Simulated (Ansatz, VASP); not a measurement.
One calculation of LiTl3B4, two programs

```
CELL_PARAMETERS angstrom
6.31957 0.00000 0.00000
0.00000 6.31957 0.00000
0.00000 0.00000 4.05231
ATOMIC_POSITIONS crystal
Li 0.50000 0.50000 0.50000
Tl 0.00000 0.00000 0.50000
Tl 0.00000 0.50000 0.50000
Tl 0.50000 0.00000 0.50000
B 0.63090 0.63090 0.00000
B 0.63090 0.36910 0.00000
B 0.36910 0.63090 0.00000
B 0.36910 0.36910 0.00000
```

Alike in both runs: functional PBE; k mesh 6 × 6 × 10; occupations gaussian, width 0.1 eV; no spin polarisation.

Ansatz relaxed the structure, and its values are those at the end. VASP's run is a single point on that final structure, the one shown.

```csv
,VASP,Ansatz
version,VASP 6.6.1,Ansatz 0.2.0
potentials or method,"VASP PAW PBE potentials, release 64 (Li_sv, Tl_d, B), cutoff 520 eV","scalar-relativistic, plane waves, PAW"
valence electrons in the cell,54,54
```

```tsv
	VASP	Ansatz	Ansatz less VASP
gap on the k mesh at the Fermi level (eV)	none	none	-
rms of the force components (eV/Å)	0.004	0.003	-0.0005
```

A gap of «none» marks a metal or a gap that the smearing closes. The functional is the same, so the differences come from potentials, cutoffs and numerics.

Neither program's run includes spin-orbit coupling. Noted on VASP's run: the cutoff is short for stress, so the pressure is rough.
